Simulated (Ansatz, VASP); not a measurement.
# Two plane-wave programs on TePb

```xyz
2
Lattice="0.0000 3.6415 3.6415 3.6415 0.0000 3.6415 3.6415 3.6415 0.0000" Properties=species:S:1:pos:R:3 pbc="T T T"
Pb    0.0000    0.0000    0.0000
Te    1.8207    1.8207    1.8207
```

Alike in both runs: task single point; functional r2SCAN; k mesh 4 × 4 × 4; no spin polarisation.

|  | VASP | Ansatz |
| --- | --- | --- |
| version | VASP 6.6.1 | Ansatz 0.2.0 |
| potentials or method | VASP PAW PBE potentials, release 64 (Pb_d, Te) | plane waves |
| plane-wave cutoff (eV) | 550 | 500 |
| occupations | gaussian, width 0.01 eV | fixed |
| valence electrons in the cell | 20 | 30 |

Ansatz gave:

- gap on the k mesh at the Fermi level (eV): 0.75
- pressure (GPa): 0.0

Question: Which values does VASP return?

Answer: gap on the k mesh at the Fermi level (eV): 0.75; pressure (GPa): -0.1.

VASP's potentials were made for PBE, not for r2SCAN. VASP's potentials hold 20 valence electrons a cell and Ansatz's 30, so a difference there can come from the potentials and not from the codes.

Neither program's run includes spin-orbit coupling.
